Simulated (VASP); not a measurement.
# Ti5WC6 (P-3m1) in VASP: further runs

Runs on Ti5WC6. Level: PBE. Tasks: single point, relaxation of cell and atoms.

All numbers are computed with VASP 6.6.1; they aren't measurements. Logs are shortened: lines on timing, memory, paths and dates and some standing lists are left out, and cuts for length are marked.

**1. The cell of the first run**

Symmetry: P-3m1, No. 164, trigonal system. Conventional cell: a = 3.067 Å, b = 3.067 Å, c = 15.048 Å, α = 90.00°, β = 90.00°, γ = 120.00°. Within 2.8 Å of Ti (site symmetry 3m) lie 6 C at 2.14 to 2.19 Å. Ti (site symmetry 3m) has 6 C at 2.15 to 2.19 Å within 2.8 Å. Ti (site symmetry -3m) has 6 C at 2.17 Å within 2.9 Å. Within 2.9 Å of W (site symmetry -3m) lie 6 C at 2.17 Å. C (site symmetry 3m) has 3 W at 2.17 Å and 3 Ti at 2.19 Å within 2.9 Å. C (site symmetry 3m) has 6 Ti at 2.14 to 2.19 Å within 2.8 Å. Within 2.8 Å of C (site symmetry 3m) lie 6 Ti at 2.15 to 2.17 Å.

**2. Single point, PBE, collinear spin**

INCAR

```
SYSTEM = Ti5WC6
PREC = Accurate ; ENCUT = 520
EDIFF = 1E-7 ; ISMEAR = 0
SIGMA = 0.1 ; LREAL = .FALSE.
LASPH = .TRUE. ; NELM = 150
ALGO = Normal ; ISIF = 2
LWAVE = .FALSE. ; LCHARG = .FALSE.
ISPIN = 2 ; MAGMOM = 1 1 1 1 1 0 0 0 0 0 0 0
LORBIT = 11 ; LMAXMIX = 4
GGA = PE ; NBANDS = 65
```

KPOINTS

```
Automatic mesh
0
G
  6 6 1
  0 0 0
```

POSCAR

```
Ti5WC6
1.0
    3.0670649405      0.0000000000      0.0000000000
   -1.5335324702      2.6561561535      0.0000000000
    0.0000000000      0.0000000000     15.0480342157
Ti W C
5 1 6
Direct
    0.6666666667      0.3333333333      0.6697290968
    0.3333333333      0.6666666667      0.3302709032
    0.6666666667      0.3333333333      0.1644880224
    0.0000000000      0.0000000000      0.0000000000
    0.3333333333      0.6666666667      0.8355119776
    0.0000000000      0.0000000000      0.5000000000
    0.3333333333      0.6666666667      0.5836570104
    0.6666666667      0.3333333333      0.4163429896
    0.0000000000      0.0000000000      0.2499379470
    0.3333333333      0.6666666667      0.0832654890
    0.6666666667      0.3333333333      0.9167345110
    0.0000000000      0.0000000000      0.7500620530
```

Potentials or basis: VASP PAW PBE potentials, release 64 (Ti_sv, W_sv, C).

Started as:

```console
$ cat potpaw_PBE.64/Ti_sv/POTCAR potpaw_PBE.64/W_sv/POTCAR potpaw_PBE.64/C/POTCAR > POTCAR
$ mpirun -np 1 vasp_std > vasp.out
```

OUTCAR:

```text
SYSTEM = Ti5WC6
   PREC = Accurate
   ENCUT = 520
   EDIFF = 1E-7
   ISMEAR = 0
   LREAL = .FALSE.
   LASPH = .TRUE.
   NELM = 150
   ISIF = 2
   ISPIN = 2
   LORBIT = 11
   GGA = PE

 ion  position               nearest neighbor table
   1  0.667  0.333  0.670-  12 2.14  12 2.14  12 2.14   7 2.19   7 2.19   7 2.19   6 3.11   6 3.11
                             6 3.11
   2  0.333  0.667  0.330-   9 2.14   9 2.14   9 2.14   8 2.19   8 2.19   8 2.19   6 3.11   6 3.11
                             6 3.11
   3  0.667  0.333  0.164-  10 2.15  10 2.15  10 2.15   9 2.19   9 2.19   9 2.19
   4  0.000  0.000  0.000-  10 2.17  11 2.17  10 2.17  11 2.17  11 2.17  10 2.17
   5  0.333  0.667  0.836-  11 2.15  11 2.15  11 2.15  12 2.19  12 2.19  12 2.19
   6  0.000  0.000  0.500-   7 2.17   8 2.17   7 2.17   8 2.17   8 2.17   7 2.17   1 3.11   2 3.11
                             2 3.11   1 3.11   2 3.11   1 3.11
   7  0.333  0.667  0.584-   6 2.17   6 2.17   6 2.17   1 2.19   1 2.19   1 2.19
   8  0.667  0.333  0.416-   6 2.17   6 2.17   6 2.17   2 2.19   2 2.19   2 2.19
   9  0.000  0.000  0.250-   2 2.14   2 2.14   2 2.14   3 2.19   3 2.19   3 2.19
  10  0.333  0.667  0.083-   3 2.15   3 2.15   3 2.15   4 2.17   4 2.17   4 2.17
  11  0.667  0.333  0.917-   5 2.15   5 2.15   5 2.15   4 2.17   4 2.17   4 2.17
  12  0.000  0.000  0.750-   1 2.14   1 2.14   1 2.14   5 2.19   5 2.19   5 2.19

  LATTYP: Found a hexagonal cell.
 ALAT       =     3.0670649405
 C/A-ratio  =     4.9063304846

  Lattice vectors:

 A1 = (   3.0670649405,   0.0000000000,   0.0000000000)
 A2 = (  -1.5335324702,   2.6561561535,   0.0000000000)
 A3 = (   0.0000000000,   0.0000000000,  15.0480342157)

Analysis of symmetry for initial positions (statically):
=====================================================================
 Subroutine PRICEL returns:
 Original cell was already a primitive cell.

 Routine SETGRP: Setting up the symmetry group for a
 hexagonal supercell.

 Subroutine GETGRP returns: Found 12 space group operations
 (whereof 12 operations were pure point group operations)
 out of a pool of 24 trial point group operations.

The static configuration has the point symmetry D_3d.

Analysis of symmetry for dynamics (positions and initial velocities):
=====================================================================
 Subroutine PRICEL returns:
 Original cell was already a primitive cell.

 Routine SETGRP: Setting up the symmetry group for a
 hexagonal supercell.

 Subroutine GETGRP returns: Found 12 space group operations
 (whereof 12 operations were pure point group operations)
 out of a pool of 24 trial point group operations.

The dynamic configuration has the point symmetry D_3d.

Analysis of structural, dynamic, and magnetic symmetry:
=====================================================================
 Subroutine PRICEL returns:
 Original cell was already a primitive cell.

 Routine SETGRP: Setting up the symmetry group for a
 hexagonal supercell.

 Subroutine GETGRP returns: Found 12 space group operations
 (whereof 12 operations were pure point group operations)
 out of a pool of 24 trial point group operations.

The overall configuration has the point symmetry D_3d.

 Subroutine INISYM returns: Found 12 space group operations
 (whereof 12 operations are pure point group operations),
 and found     1 'primitive' translations

----------------------------------------------------------------------------------------

                                     Primitive cell

  volume of cell :     122.5904

  direct lattice vectors                    reciprocal lattice vectors
     3.067064940  0.000000000  0.000000000     0.326044612  0.188241945  0.000000000
    -1.533532470  2.656156154  0.000000000     0.000000000  0.376483890  0.000000000
     0.000000000  0.000000000 15.048034216     0.000000000  0.000000000  0.066453863

  length of vectors
     3.067064940  3.067064940 15.048034216     0.376483890  0.376483890  0.066453863

[... 78 lines left out ...]
   LSORBIT =      F    spin-orbit coupling
   LASPH  =      T    aspherical Exc in radial PAW
   ENCUT  =  520.0 eV  38.22 Ry    6.18 a.u.   5.70  5.70 27.98*2*pi/ulx,y,z
   NELM   =    150;   NELMIN=  2; NELMDL= -5     # of ELM steps
   EDIFF  = 0.1E-06   stopping-criterion for ELM
   LREAL  =      F    real-space projection
   EDIFFG = 0.1E-05   stopping-criterion for IOM
   NSW    =      0    number of steps for IOM
   IBRION =     -1    ionic relax: 0-MD 1-quasi-New 2-CG
   NFREE  =      0    steps in history (QN), initial steepest desc. (CG)
   ISIF   =      2    stress and relaxation
   ISYM   =      2    0-nonsym 1-usesym 2-fastsym
   POTIM  = 0.5000    time-step for ionic-motion
   TEBEG  =    0.0;   TEEND  =   0.0 temperature during run
   PSTRESS=    0.0 pullay stress
   NELECT =      98.0000    total number of electrons
   NUPDOWN=      -1.0000    fix difference up-down
   EMIN   =  10.00;   EMAX   =-10.00  energy-range for DOS
   EFERMI =   0.00;   METHOD = LEGACY
   ISMEAR =     0;   SIGMA  =   0.10  broadening in eV -4-tet -1-fermi 0-gaus
   EFERMI_NEDOS =   21; number of points for ismear=-14 and -15
   IALGO  =     38    algorithm
   IMIX   =      4    mixing-type and parameters
     AMIX     =   0.40;   BMIX     =  1.00
     AMIX_MAG =   1.60;   BMIX_MAG =  1.00
  volume/ion in A,a.u.               =      10.22        68.94
  Fermi-wavevector in a.u.,A,eV,Ry     =   1.519374  2.871201 31.409021  2.308498
  Thomas-Fermi vector in A             =   2.628369
   LORBIT       =     11    0 simple, 1 ext, 2 COOP (PROOUT), +10 PAW based schemes
   GGA     = PE    functional components
   LHFCALC =     F    Hartree Fock is set to
   AEXX    =    0.0000 exact exchange contribution
   IVDW    =     0    specifies the selected vdW correction
   LEPSILON=     F    determine dielectric tensor
   LRPA    =     F    only Hartree local field effects (RPA)
 spin polarized calculation
 Gauss-broadening in eV      SIGMA  =   0.10
  energy-cutoff  :      520.00
  volume of cell :      122.59
 maximum number of plane-waves:      3332
 NGX is ok and might be reduce to    24
   NGX = 11   NGY = 11   NGZ = 55

 number of electron      97.9999990 magnetization       0.0001940

 number of electron      97.9999990 magnetization      -0.0000122

 Free energy of the ion-electron system (eV)
  ---------------------------------------------------
  ext. energy  EPLUGINS =         0.00000000
  ---------------------------------------------------
  free energy    TOTEN  =      -115.84696125 eV

  energy without entropy =     -115.82774704  energy(sigma->0) =     -115.83735414

 E-fermi :  10.0952     XC(G=0): -12.8762

 val. band max:       10.0791156025   @ k =   0.3333   0.1667   0.0000
 cond. band min:      10.2608616670   @ k =   0.0000   0.0000   0.0000
 fundamental gap:      0.1817460645
 Fermi energy:        10.0951600620

 spin component 1

 k-point     1 :       0.0000    0.0000    0.0000
  band No.  band energies     occupation
      1     -64.9362      1.00000
      2     -47.0120      1.00000
      3     -47.0119      1.00000
      4     -46.6559      1.00000
      5     -46.6464      1.00000
      6     -46.5663      1.00000
[... 437 lines left out ...]
     60      12.6868      0.00000
     61      13.2597      0.00000
 Fermi energy:        10.0951600620

 spin component 2

 k-point     1 :       0.0000    0.0000    0.0000
  band No.  band energies     occupation
      1     -64.9362      1.00000
      2     -47.0120      1.00000
      3     -47.0119      1.00000
      4     -46.6559      1.00000
      5     -46.6464      1.00000
      6     -46.5663      1.00000
[... 437 lines left out ...]
     60      12.6868      0.00000
     61      13.2597      0.00000
 [bands above 61 left out]

------------------------ aborting loop because EDIFF is reached ----------------------------------------

  FORCE on cell =-STRESS in cart. coord.  units (eV):
  Direction    XX          YY          ZZ          XY          YZ          ZX
  --------------------------------------------------------------------------------------
  -------------------------------------------------------------------------------------
  Total        0.1367219      0.1367219      0.1387907      0.0000000      0.0000000      0.0000000
  in kB        1.7868678      1.7868678      1.8139050      0.0000000      0.0000000      0.0000000
  external PRESSURE =       1.7958802 kB  Pullay stress =       0.0000000 kB

 VOLUME and BASIS-vectors are now :
 -----------------------------------------------------------------------------
  energy-cutoff  :      520.00
  volume of cell :      122.59
      direct lattice vectors                 reciprocal lattice vectors
     3.067064940  0.000000000  0.000000000     0.326044612  0.188241945  0.000000000
    -1.533532470  2.656156154  0.000000000     0.000000000  0.376483890  0.000000000
     0.000000000  0.000000000 15.048034216     0.000000000  0.000000000  0.066453863

 POSITION                                       TOTAL-FORCE (eV/Angst)
 -----------------------------------------------------------------------------------
      1.53353      0.88539     10.07811         0.000000     -0.000000      0.007829
     -0.00000      1.77077      4.96993        -0.000000      0.000000     -0.007829
      1.53353      0.88539      2.47522        -0.000000      0.000000     -0.018552
      0.00000      0.00000      0.00000        -0.000000      0.000000      0.000000
     -0.00000      1.77077     12.57281         0.000000      0.000000      0.018552
      0.00000      0.00000      7.52402        -0.000000      0.000000      0.000000
     -0.00000      1.77077      8.78289        -0.000000     -0.000000      0.010375
      1.53353      0.88539      6.26514        -0.000000      0.000000     -0.010375
      0.00000      0.00000      3.76107        -0.000000      0.000000      0.014076
     -0.00000      1.77077      1.25298        -0.000000     -0.000000      0.003648
      1.53353      0.88539     13.79505         0.000000      0.000000     -0.003648
      0.00000      0.00000     11.28696        -0.000000      0.000000     -0.014076
 -----------------------------------------------------------------------------------
    total drift:                                0.000000     -0.000000      0.000000

  FREE ENERGIE OF THE ION-ELECTRON SYSTEM (eV)
  ---------------------------------------------------
  free  energy   TOTEN  =      -115.8469612472 eV

  energy  without entropy=     -115.8277470424  energy(sigma->0) =     -115.83735414

 total charge

# of ion       s       p       d       tot
------------------------------------------
    1        2.193   6.241   1.951  10.384
    2        2.193   6.241   1.951  10.384
    3        2.197   6.248   1.941  10.386
    4        2.198   6.248   1.947  10.392
    5        2.197   6.248   1.941  10.386
    6        2.331   6.400   3.351  12.082
    7        0.879   1.543   0.000   2.422
    8        0.879   1.543   0.000   2.422
    9        0.892   1.514   0.000   2.406
   10        0.895   1.512   0.000   2.407
   11        0.895   1.512   0.000   2.407
   12        0.892   1.514   0.000   2.406
--------------------------------------------------
tot         18.641  46.764  13.081  78.486

 magnetization (x)

# of ion       s       p       d       tot
------------------------------------------
    1       -0.000   0.000   0.000   0.000
    2       -0.000   0.000   0.000   0.000
    3       -0.000  -0.000   0.000   0.000
    4       -0.000   0.000   0.000   0.000
    5       -0.000  -0.000   0.000   0.000
    6        0.000   0.000   0.000   0.000
    7       -0.000   0.000   0.000   0.000
    8       -0.000   0.000   0.000   0.000
    9       -0.000  -0.000   0.000  -0.000
   10       -0.000  -0.000   0.000  -0.000
   11       -0.000  -0.000   0.000  -0.000
   12       -0.000  -0.000   0.000  -0.000
--------------------------------------------------
tot         -0.000  -0.000   0.000   0.000
```

Run time: 2.2 min. Hardware: 1 thread of AMD EPYC 9R45 (Zen 5), shared host; peak memory 0.3 GiB.

What came out:

* Free energy: -115.8470 eV
* Pressure: 0.2 GPa
* Largest force: 0.019 eV/Å
* Band gap on the k mesh: zero (filled and empty bands overlap)
* Net moment: 0.00 μB per cell
* Valence electrons inside the program's atomic spheres: Ti 10.38, 10.39 (each value once); W 12.08; C 2.42, 2.41 (each value once)

Forces on the atoms (eV/Å):
```
Ti   0.000  0.000  0.008
Ti   0.000  0.000 -0.008
Ti   0.000  0.000 -0.019
Ti   0.000  0.000  0.000
Ti   0.000  0.000  0.019
W    0.000  0.000  0.000
C    0.000  0.000  0.010
C    0.000  0.000 -0.010
C    0.000  0.000  0.014
C    0.000  0.000  0.004
C    0.000  0.000 -0.004
C    0.000  0.000 -0.014
```

Levels at points of the mesh, in eV from the Fermi level:
Spin up:
| k point | band 46 | band 47 | band 48 | band 49 | band 50 | band 51 | band 52 | band 53 |
| --- | --- | --- | --- | --- | --- | --- | --- | --- |
| (0.00, 0.00, 0.00) | -0.69 | -0.69 | 0.17 | 0.66 | 0.67 | 0.67 | 0.76 | 0.76 |
| (0.50, 0.00, 0.00) | -1.80 | -1.63 | -0.88 | -0.51 | -0.13 | 0.37 | 1.51 | 1.81 |
Spin down:
| k point | band 47 | band 48 | band 49 | band 50 | band 51 | band 52 |
| --- | --- | --- | --- | --- | --- | --- |
| (0.00, 0.00, 0.00) | -0.69 | 0.17 | 0.66 | 0.67 | 0.67 | 0.76 |
| (0.50, 0.00, 0.00) | -1.63 | -0.88 | -0.51 | -0.13 | 0.37 | 1.51 |

Caveat: the k points lie up to 0.42 Å⁻¹ apart, too coarse for converged energies and pressures of a metal; spin-orbit coupling is left out, which moves the levels of the heavy elements.

**3. Relaxation of cell and atoms, PBE**

This run uses another cell than the first one, of 13.80 Å³/atom.

INCAR

```
PREC     = Accurate       # precision mode
ENCUT    = 600            # plane-wave cutoff, eV
EDIFF    = 1E-6           # SCF threshold, eV
ISMEAR   = 0              # smearing method
SIGMA    = 0.1            # smearing width, eV
LREAL    = False          # projectors in reciprocal space
LASPH    = True           # aspherical terms in the spheres
NELM     = 100            # most SCF steps
ALGO     = Normal         # electronic algorithm
ISIF     = 3              # what is computed and relaxed
LWAVE    = False          # write WAVECAR
LCHARG   = False          # write CHGCAR
GGA      = PE             # functional
IBRION   = 2              # ionic algorithm
NSW      = 90             # ionic steps
EDIFFG   = -0.04          # ionic threshold
```

KPOINTS

```
regular mesh
0
Gamma
  6 6 1
```

POSCAR

```
Ti5WC6
1.0
    3.3917397900      0.0000000000      0.0000000000
   -1.6958698900      2.9373328200      0.0000000000
    0.0000000000      0.0000000000     16.6160636400
Ti W C
5 1 6
Direct
    0.6666666700      0.3333333300      0.6666666700
    0.3333333300      0.6666666700      0.3333333300
    0.6666666700      0.3333333300      0.1666666700
    0.0000000000      0.0000000000      0.0000000000
    0.3333333300      0.6666666700      0.8333333300
    0.0000000000      0.0000000000      0.5000000000
    0.3333333300      0.6666666700      0.5833333300
    0.6666666700      0.3333333300      0.4166666700
    0.0000000000      0.0000000000      0.2500000000
    0.3333333300      0.6666666700      0.0833333300
    0.6666666700      0.3333333300      0.9166666700
    0.0000000000      0.0000000000      0.7500000000
```

Potentials or basis: VASP PAW PBE potentials, release 64 (Ti_sv, W_sv, C).

Started as:

```console
$ cat potpaw_PBE.64/Ti_sv/POTCAR potpaw_PBE.64/W_sv/POTCAR potpaw_PBE.64/C/POTCAR > POTCAR
$ mpirun -np 1 vasp_std > vasp.out
```

Run time: 10 min. Hardware: 1 thread of AMD EPYC 9R45 (Zen 5), shared host; peak memory 0.35 GiB.

The run converged. Its results:

- Free energy: -115.8995 eV
- Relaxed volume: 10.22 Å³/atom
- Relaxed cell: a = 3.068 Å, b = 3.068 Å, c = 15.047 Å, α = 90.00°, β = 90.00°, γ = 120.00°
- Space group after relaxing (to 0.1 Å): P-3m1 (No. 164)
- Energy gained by relaxing: 634.8 meV/atom
- Ionic steps: 12
- Pressure after relaxing: -0.1 GPa
- Largest force after relaxing: 0.029 eV/Å
- Band gap on the k mesh: zero (bands 49 and 50 overlap by 1.18 eV)

Forces in eV/Å, atoms in the order of the input:
```
Ti   0.000  0.000 -0.009
Ti   0.000  0.000  0.009
Ti   0.000  0.000 -0.029
Ti   0.000  0.000  0.000
Ti   0.000  0.000  0.029
W    0.000  0.000  0.000
C    0.000  0.000  0.008
C    0.000  0.000 -0.008
C    0.000  0.000  0.027
C    0.000  0.000  0.008
C    0.000  0.000 -0.008
C    0.000  0.000 -0.027
```

Stress tensor (GPa, compression positive):
```
-0.13  0.00  0.00
 0.00 -0.13  0.00
 0.00  0.00  0.01
```

Step by step:
| step | energy change (eV) | largest force (eV/Å) | pressure (GPa) | volume (Å³) |
| --- | --- | --- | --- | --- |
| 1 | 0.0000 | 1.0076 | -43.49 | 165.54 |
| 2 | 4.0209 | 4.0596 | 149.36 | 91.05 |
| 3 | -7.5463 | 0.4704 | -5.15 | 125.19 |
| 4 | -7.5829 | 0.4676 | -1.60 | 123.48 |
| 5 | -7.5866 | 0.4668 | 0.07 | 122.72 |
| 6 | -7.6102 | 0.1142 | 0.12 | 122.63 |
| 7 | -7.6110 | 0.1671 | 0.15 | 122.61 |
| 8 | -7.6145 | 0.1182 | -0.23 | 122.76 |
| 9 | -7.6150 | 0.0897 | -0.44 | 122.85 |
| 10 | -7.6169 | 0.0517 | 0.38 | 122.44 |
| 11 | -7.6169 | 0.0519 | 0.40 | 122.44 |
| 12 | -7.6177 | 0.0289 | -0.08 | 122.66 |

Final structure:
```
CELL_PARAMETERS angstrom
3.06797 0.00000 0.00000
-1.53399 2.65694 0.00000
0.00000 0.00000 15.04741
ATOMIC_POSITIONS crystal
Ti 0.66667 0.33333 0.66983
Ti 0.33333 0.66667 0.33017
Ti 0.66667 0.33333 0.16446
Ti 0.00000 0.00000 0.00000
Ti 0.33333 0.66667 0.83554
W 0.00000 0.00000 0.50000
C 0.33333 0.66667 0.58369
C 0.66667 0.33333 0.41631
C 0.00000 0.00000 0.24983
C 0.33333 0.66667 0.08323
C 0.66667 0.33333 0.91677
C 0.00000 0.00000 0.75017
```

Levels at points of the mesh, in eV from the Fermi level:
| k point | band 46 | band 47 | band 48 | band 49 | band 50 | band 51 | band 52 | band 53 |
| --- | --- | --- | --- | --- | --- | --- | --- | --- |
| (0.00, 0.00, 0.00) | -0.69 | -0.69 | 0.17 | 0.66 | 0.67 | 0.67 | 0.76 | 0.76 |
| (0.50, 0.00, 0.00) | -1.80 | -1.63 | -0.88 | -0.52 | -0.13 | 0.37 | 1.51 | 1.81 |

Caveat: the k points lie up to 0.42 Å⁻¹ apart in the final cell, too coarse for converged energies and pressures of a metal; the volume moved by over 15 % at a fixed basis, so the end points are rough; spin-orbit coupling is left out, which moves the levels of the heavy elements.

The gap in the log of VASP goes by the Fermi energy; the results here count the filled bands.